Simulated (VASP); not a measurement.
A run of VASP 6.6.1 is set up as follows.

INCAR

```
  PREC = Accurate
  ENCUT = 520
  EDIFF = 1E-6
  ISMEAR = -1
  SIGMA = 0.1
  LREAL = False
  LASPH = True
  NELM = 100
  ALGO = Normal
  ISIF = 2
  LWAVE = False
  LCHARG = True
  GGA = B5
  ALDAX = 1.0
  AGGAX = 1.0
  AGGAC = 1.0
  ALDAC = 0.0
  LELF = True
  LVHAR = True
  NBANDS = 28
```

KPOINTS

```
regular mesh
0
Gamma
  11 11 3
```

The input POSCAR:

```
Ba
1.0
    4.5626133709      0.0000000000      0.0000000000
   -2.2813066855      3.9513390869      0.0000000000
    0.0000000000      0.0000000000     14.8924460695
Ba
4
Direct
    0.0000000000      1.0000000000      1.0000000000
    0.0000000000      1.0000000000      0.5000000000
    0.3333333333      0.6666666667      0.2500000000
    0.6666666667      0.3333333333      0.7500000000
```

Potentials or basis: VASP PAW PBE potentials, release 64 (Ba_sv).

Command:

```console
$ cat potpaw_PBE.64/Ba_sv/POTCAR > POTCAR
$ mpirun -np 1 vasp_std > vasp.out
```

Task: Predict the pressure.

Result: 0.1 GPa.

Task: Estimate the band gap on the k mesh.

Result: Zero (bands 20 and 21 overlap by 0.16 eV).

Caveat: the PAW data sets were made with another functional, which shifts forces and pressure a little; spin-orbit coupling is left out, which moves the levels of the heavy elements.
